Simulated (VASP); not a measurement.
Write the native input for VASP 6.6.1 that does the following.

```
Task                   : single point
Functional             : PBE
Potentials or basis    : VASP PAW PBE potentials, release 64 (Tl_d, O)
Cutoff                 : 520 eV
k mesh                 : 12 × 12 × 4
Occupations            : gaussian, width 0.1 eV
Spin                   : no spin polarisation
Dipole correction      : no
Further INCAR settings : ALGO = Normal; EDIFF = 1e-06; NBANDS = 30
```

The structure of Tl3O lies in POSCAR:

```
Tl3O
1.0
    3.5567910393      0.0054852659      0.0126529962
    1.7812250002      3.0914356775     -0.0015492721
    1.4257194065     -0.7441647316      9.8354610793
Tl O
3 1
Direct
    0.7485061890      0.6288380575      0.3443609105
    0.2514938110      0.3711619425      0.6556390895
    0.0000000000      0.5000000000      0.0000000000
    0.0000000000      0.0000000000      0.5000000000
```

One way to write it, as run:

INCAR

```
  PREC = Accurate
  ENCUT = 520
  EDIFF = 1E-6
  ISMEAR = 0
  SIGMA = 0.1
  LREAL = False
  LASPH = True
  NELM = 60
  ALGO = Normal
  ISIF = 2
  LWAVE = False
  LCHARG = False
  GGA = PE
  NBANDS = 30
```

KPOINTS

```
regular mesh
0
Gamma
  12 12 4
```

Potentials or basis: VASP PAW PBE potentials, release 64 (Tl_d, O).

The run is started by

```bash
$ cat potpaw_PBE.64/Tl_d/POTCAR potpaw_PBE.64/O/POTCAR > POTCAR
$ mpirun -np 1 vasp_std > vasp.out
```

Results of the run:

| Quantity | Value |
| --- | --- |
| Pressure | 0.0 GPa |
| Largest force | 0.009 eV/Å |
| Band gap on the k mesh | zero (an odd number of electrons rules out a gap without spin polarisation) |

Caveat: spin-orbit coupling is left out, which moves the levels of the heavy elements.

It took 29 min on 1 thread of Intel Xeon 8259CL (shared host), peak memory 0.77 GiB.
